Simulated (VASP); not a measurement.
# Sb (P6_3/mmc) in VASP: a series of runs

The runs below take Sb through single point, with LDA.

Program: VASP 6.6.1. These are calculated values, not measurements. Logs are shortened: lines on timing, memory, paths and dates and some standing lists are left out, and cuts for length are marked.

### 1 The cell of the first run

The structure is hexagonal, space group P6_3/mmc (No. 194). The conventional cell has a = 3.315 Å, b = 3.315 Å, c = 11.224 Å, α = 90.00°, β = 90.00°, γ = 120.00°. Sb (site symmetry -3m) has 12 Sb at 3.31 to 3.40 Å within 4.4 Å. Within 4.4 Å of Sb (site symmetry -6m2) lie 12 Sb at 3.31 to 3.40 Å.

### 2 Single point, LDA (volume scaled by 1.04)

Contents of INCAR:

```
SYSTEM = Sb
ALGO     = Normal         ! electronic algorithm
EDIFF    = 1E-7           ! SCF threshold, eV
ENCUT    = 520            ! plane-wave cutoff, eV
ISIF     = 2              ! what is computed and relaxed
ISMEAR   = -1             ! smearing method
LASPH    = .TRUE.         ! aspherical terms in the spheres
LCHARG   = .FALSE.        ! write CHGCAR
LREAL    = .FALSE.        ! projectors in reciprocal space
LWAVE    = .FALSE.        ! write WAVECAR
NBANDS   = 18             ! bands
NELM     = 60             ! most SCF steps
PREC     = Accurate       ! precision mode
SIGMA    = 0.1            ! smearing width, eV
```

Contents of KPOINTS:

```
k-points
0
G
  13 13 4
  0 0 0
```

Contents of POSCAR:

```
Sb
1.0
    3.3146815311      0.0000000000      0.0000000000
   -1.6573407655      2.8705984114      0.0000000000
    0.0000000000      0.0000000000     11.2239992696
Sb
4
Direct
    1.0000000000      1.0000000000      1.0000000000
    1.0000000000      1.0000000000      0.5000000000
    0.3333333333      0.6666666667      0.2500000000
    0.6666666667      0.3333333333      0.7500000000
```

Potentials or basis: VASP PAW LDA potentials, release 64 (Sb).

Command:

```
cat potpaw_LDA.64/Sb/POTCAR > POTCAR
mpirun -np 1 vasp_std > vasp.out
```

OUTCAR:

```text
SYSTEM = Sb
   EDIFF = 1E-7
   ENCUT = 520
   ISIF = 2
   ISMEAR = -1
   LASPH = .TRUE.
   LREAL = .FALSE.
   NELM = 60
   PREC = Accurate

 ion  position               nearest neighbor table
   1  0.000  0.000  0.000-   3 3.40   4 3.40   3 3.40   4 3.40   4 3.40   3 3.40
   2  0.000  0.000  0.500-   3 3.40   4 3.40   3 3.40   4 3.40   4 3.40   3 3.40
   3  0.333  0.667  0.250-   1 3.40   2 3.40   1 3.40   2 3.40   1 3.40   2 3.40
   4  0.667  0.333  0.750-   1 3.40   2 3.40   1 3.40   2 3.40   1 3.40   2 3.40

  LATTYP: Found a hexagonal cell.
 ALAT       =     3.3146815311
 C/A-ratio  =     3.3861471047

  Lattice vectors:

 A1 = (   3.3146815311,   0.0000000000,   0.0000000000)
 A2 = (  -1.6573407655,   2.8705984114,   0.0000000000)
 A3 = (   0.0000000000,   0.0000000000,  11.2239992696)

Analysis of symmetry for initial positions (statically):
=====================================================================
 Subroutine PRICEL returns:
 Original cell was already a primitive cell.

 Routine SETGRP: Setting up the symmetry group for a
 hexagonal supercell.

 Subroutine GETGRP returns: Found 24 space group operations
 (whereof 12 operations were pure point group operations)
 out of a pool of 24 trial point group operations.

The static configuration has the point symmetry D_3d.
 The point group associated with its full space group is D_6h.

Analysis of symmetry for dynamics (positions and initial velocities):
=====================================================================
 Subroutine PRICEL returns:
 Original cell was already a primitive cell.

 Routine SETGRP: Setting up the symmetry group for a
 hexagonal supercell.

 Subroutine GETGRP returns: Found 24 space group operations
 (whereof 12 operations were pure point group operations)
 out of a pool of 24 trial point group operations.

The dynamic configuration has the point symmetry D_3d.
 The point group associated with its full space group is D_6h.

 Subroutine INISYM returns: Found 24 space group operations
 (whereof 12 operations are pure point group operations),
 and found     1 'primitive' translations

----------------------------------------------------------------------------------------

                                     Primitive cell

  volume of cell :     106.7977

  direct lattice vectors                    reciprocal lattice vectors
     3.314681531  0.000000000  0.000000000     0.301688108  0.174179710  0.000000000
    -1.657340766  2.870598411  0.000000000     0.000000000  0.348359421  0.000000000
     0.000000000  0.000000000 11.223999270     0.000000000  0.000000000  0.089094803

  length of vectors
     3.314681531  3.314681531 11.223999270     0.348359421  0.348359421  0.089094803

  position of ions in fractional coordinates (direct lattice)
     0.000000000  0.000000000  0.000000000
     0.000000000  0.000000000  0.500000000
     0.333333333  0.666666667  0.250000000
     0.666666667  0.333333333  0.750000000

  ion indices of the primitive-cell ions
   primitive index   ion index
                 1           1
                 2           2
                 3           3
                 4           4

----------------------------------------------------------------------------------------

 KPOINTS: k-points

Automatic generation of k-mesh.
 Grid dimensions read from file:
 generate k-points for:   13   13    4

 Generating k-lattice:

  Cartesian coordinates                     Fractional coordinates (reciprocal lattice)
     0.023206778  0.013398439  0.000000000     0.076923077  0.000000000  0.000000000
     0.000000000  0.026796879  0.000000000     0.000000000  0.076923077  0.000000000
     0.000000000  0.000000000  0.022273701     0.000000000  0.000000000  0.250000000

  Length of vectors
     0.026796879  0.026796879  0.022273701

  Shift w.r.t. Gamma in fractional coordinates (k-lattice)
     0.000000000  0.000000000  0.000000000

 Subroutine IBZKPT returns following result:
 ===========================================

 Found     63 irreducible k-points:

 Following reciprocal coordinates:
            Coordinates               Weight
  0.000000  0.000000  0.000000      1.000000
  0.076923  0.000000  0.000000      6.000000
  0.153846  0.000000  0.000000      6.000000
  0.230769  0.000000  0.000000      6.000000
  0.307692  0.000000  0.000000      6.000000
  0.384615  0.000000  0.000000      6.000000
[... 16 lines left out ...]
  0.076923  0.000000  0.250000     12.000000
  0.153846  0.000000  0.250000     12.000000
 [... further k-points ...]
   k-points           NKPTS =     63   k-points in BZ     NKDIM =     63   number of bands    NBANDS=     18
   number of dos      NEDOS =    301   number of ions     NIONS =      4
   total plane-waves  NPLWV =  65856
   dimension x,y,z NGX =    28 NGY =   28 NGZ =   84
   dimension x,y,z NGXF=    56 NGYF=   56 NGZF=  168
   ions per type =               4
   NGX,Y,Z   is equivalent  to a cutoff of  14.04, 14.04, 12.44 a.u.
   NGXF,Y,Z  is equivalent  to a cutoff of  28.09, 28.09, 24.88 a.u.
 SYSTEM =  Sb
   PREC   = accura    normal or accurate (medium, high low for compatibility)
   ISTART =      0    job   : 0-new  1-cont  2-samecut
   ICHARG =      2    charge: 1-file 2-atom 10-const
   ISPIN  =      1    spin polarized calculation?
   LNONCOLLINEAR =      F non collinear calculations
   LSORBIT =      F    spin-orbit coupling
   LASPH  =      T    aspherical Exc in radial PAW
   ENCUT  =  520.0 eV  38.22 Ry    6.18 a.u.   6.16  6.16 20.87*2*pi/ulx,y,z
   NELM   =     60;   NELMIN=  2; NELMDL= -5     # of ELM steps
   EDIFF  = 0.1E-06   stopping-criterion for ELM
   LREAL  =      F    real-space projection
   EDIFFG = 0.1E-05   stopping-criterion for IOM
   NSW    =      0    number of steps for IOM
   IBRION =     -1    ionic relax: 0-MD 1-quasi-New 2-CG
   NFREE  =      0    steps in history (QN), initial steepest desc. (CG)
   ISIF   =      2    stress and relaxation
   ISYM   =      2    0-nonsym 1-usesym 2-fastsym
   POTIM  = 0.5000    time-step for ionic-motion
   TEBEG  =    0.0;   TEEND  =   0.0 temperature during run
   PSTRESS=    0.0 pullay stress
   NELECT =      20.0000    total number of electrons
   NUPDOWN=      -1.0000    fix difference up-down
   EMIN   =  10.00;   EMAX   =-10.00  energy-range for DOS
   EFERMI =   0.00;   METHOD = LEGACY
   ISMEAR =    -1;   SIGMA  =   0.10  broadening in eV -4-tet -1-fermi 0-gaus
   EFERMI_NEDOS =   21; number of points for ismear=-14 and -15
   IALGO  =     38    algorithm
   IMIX   =      4    mixing-type and parameters
     AMIX     =   0.40;   BMIX     =  1.00
     AMIX_MAG =   1.60;   BMIX_MAG =  1.00
  volume/ion in A,a.u.               =      26.70       180.18
  Fermi-wavevector in a.u.,A,eV,Ry     =   0.936622  1.769958 11.935849  0.877260
  Thomas-Fermi vector in A             =   2.063650
   LORBIT       =      0    0 simple, 1 ext, 2 COOP (PROOUT), +10 PAW based schemes
   GGA     = CA    functional components
   LHFCALC =     F    Hartree Fock is set to
   AEXX    =    0.0000 exact exchange contribution
   IVDW    =     0    specifies the selected vdW correction
   LEPSILON=     F    determine dielectric tensor
   LRPA    =     F    only Hartree local field effects (RPA)
 non-spin polarized calculation
  energy-cutoff  :      520.00
  volume of cell :      106.80
 maximum number of plane-waves:      2896
 NGX is ok and might be reduce to    28
   NGX = 13   NGY = 13   NGZ = 41

 number of electron      20.0000001 magnetization

 Free energy of the ion-electron system (eV)
  ---------------------------------------------------
  ext. energy  EPLUGINS =         0.00000000
  ---------------------------------------------------
  free energy    TOTEN  =       -18.25347091 eV

  energy without entropy =      -18.16567942  energy(sigma->0) =      -18.20957516

 E-fermi :   8.5207     XC(G=0): -10.4069

 val. band max:        8.5127215113   @ k =   0.4615   0.0769   0.2500
 cond. band min:       8.5244603936   @ k =   0.2308   0.0000   0.2500
 fundamental gap:      0.0117388823
 Fermi energy:         8.5206899308

 k-point     1 :       0.0000    0.0000    0.0000
  band No.  band energies     occupation
      1      -4.4915      2.00000
      2      -3.3517      2.00000
      3      -3.3331      2.00000
      4      -1.0626      2.00000
      5       2.6293      2.00000
      6       7.2880      1.99999
[... 10 lines left out ...]
     17      16.8173      0.00000
     18      17.1081      0.00000

 k-point     2 :       0.0769    0.0000    0.0000
  band No.  band energies     occupation
      1      -4.3837      2.00000
      2      -3.2454      2.00000
      3      -3.2268      2.00000
      4      -0.9653      2.00000
      5       2.7415      2.00000
      6       7.3683      1.99998
[... 10 lines left out ...]
     17      16.6438      0.00000
     18      17.0749      0.00000

 k-point     3 :       0.1538    0.0000    0.0000
  band No.  band energies     occupation
      1      -4.0613      2.00000
      2      -2.9280      2.00000
      3      -2.9096      2.00000
      4      -0.6779      2.00000
      5       3.0754      2.00000
      6       7.5684      1.99985
[... 10 lines left out ...]
     17      15.5024      0.00000
     18      16.0886      0.00000

 k-point     4 :       0.2308    0.0000    0.0000
  band No.  band energies     occupation
      1      -3.5282      2.00000
      2      -2.4059      2.00000
      3      -2.3882      2.00000
      4      -0.2190      2.00000
      5       3.6209      2.00000
      6       7.2160      2.00000
[... 375 lines left out ...]
      4      -1.3747      2.00000
      5       3.0938      2.00000
      6       5.6488      2.00000
[... 10 lines left out ...]
     17      16.8731      0.00000
     18      17.0784      0.00000

 k-point    23 :       0.0769    0.0000    0.2500
  band No.  band energies     occupation
      1      -4.3107      2.00000
      2      -3.7319      2.00000
      3      -2.6214      2.00000
      4      -1.2752      2.00000
      5       3.2025      2.00000
      6       5.7420      2.00000
[... 10 lines left out ...]
     17      16.6461      0.00000
     18      16.8622      0.00000

 k-point    24 :       0.1538    0.0000    0.2500
  band No.  band energies     occupation
      1      -3.9885      2.00000
      2      -3.4120      2.00000
      3      -2.3085      2.00000
      4      -0.9803      2.00000
      5       3.5246      2.00000
      6       6.0043      2.00000
[... 10 lines left out ...]
     17      15.5031      0.00000
     18      15.7442      0.00000

 [... further k-points ...]
[... 5 lines left out ...]
  --------------------------------------------------------------------------------------
  -------------------------------------------------------------------------------------
  Total       -1.4338373     -1.4338373     -1.6428233     -0.0000000      0.0000000     -0.0000000
  in kB      -21.5104045    -21.5104045    -24.6456097     -0.0000000      0.0000000     -0.0000000
  external PRESSURE =     -22.5554729 kB  Pullay stress =       0.0000000 kB

 VOLUME and BASIS-vectors are now :
 -----------------------------------------------------------------------------
  energy-cutoff  :      520.00
  volume of cell :      106.80
      direct lattice vectors                 reciprocal lattice vectors
     3.314681531  0.000000000  0.000000000     0.301688108  0.174179710  0.000000000
    -1.657340766  2.870598411  0.000000000     0.000000000  0.348359421  0.000000000
     0.000000000  0.000000000 11.223999270     0.000000000  0.000000000  0.089094803

 POSITION                                       TOTAL-FORCE (eV/Angst)
 -----------------------------------------------------------------------------------
      0.00000      0.00000      0.00000         0.000000      0.000000      0.000000
      0.00000      0.00000      5.61200        -0.000000      0.000000      0.000000
     -0.00000      1.91373      2.80600         0.000000     -0.000000     -0.000000
      1.65734      0.95687      8.41800        -0.000000      0.000000      0.000000
 -----------------------------------------------------------------------------------
    total drift:                                0.000000     -0.000000      0.000000

  FREE ENERGIE OF THE ION-ELECTRON SYSTEM (eV)
  ---------------------------------------------------
  free  energy   TOTEN  =       -18.2534709061 eV

  energy  without entropy=      -18.1656794160  energy(sigma->0) =      -18.20957516
```

Run time: 74 s. Hardware: 1 thread of AMD EPYC 7R13 (Zen 3), shared host; peak memory 0.22 GiB.

What came out:

```yaml
Free_energy: -18.2535 eV
Pressure: -2.3 GPa
Band_gap_on_the_k_mesh: zero (band 10 reaches 13.15 eV, above the bottom of band 11 at 6.26 eV)
```

Caveat: spin-orbit coupling is left out, which moves the levels of the heavy elements.

(Part 1 of 2 ends here.)
